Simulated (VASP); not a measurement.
Ca3Lu, 4 atoms in the cell. It takes space group Pm-3m (No. 221, cubic). Conventional cell: a = 5.362 Å, b = 5.362 Å, c = 5.362 Å, α = 90.00°, β = 90.00°, γ = 90.00°. Within 5.0 Å of Ca (site symmetry 4/mmm) lie 8 Ca at 3.79 Å and 4 Lu at 3.79 Å. Lu (site symmetry m-3m) has 12 Ca at 3.79 Å within 5.0 Å. 

| Item | Value |
| --- | --- |
| Program | VASP 6.6.1 |
| Task | single point |
| Functional | PBE |
| Potentials or basis | VASP PAW PBE potentials, release 64 (Ca_sv, Lu) |
| Cutoff | 520 eV |
| k mesh | 5 × 5 × 5 |
| Occupations | fermi-dirac, width 0.05 eV |
| Spin | no spin polarisation |
| Dipole correction | no |
| Further INCAR settings | ALGO = Normal; EDIFF = 1e-06; NBANDS = 36 |

Potentials or basis: VASP PAW PBE potentials, release 64 (Ca_sv, Lu).

Command:

```sh
$ cat potpaw_PBE.64/Ca_sv/POTCAR potpaw_PBE.64/Lu/POTCAR > POTCAR
$ mpirun -np 1 vasp_std > vasp.out
```

Hardware: 1 thread of AMD EPYC 7R43 64-Core Processor (Zen 3), with other jobs on the host.

Question: How long does it take, and how much memory?

Answer: Wall time 81 s on 1 thread of AMD EPYC 7R43 64-Core Processor (Zen 3), on a shared host, peak memory 0.22 GiB. Counts: scf iterations 14, k points 10.
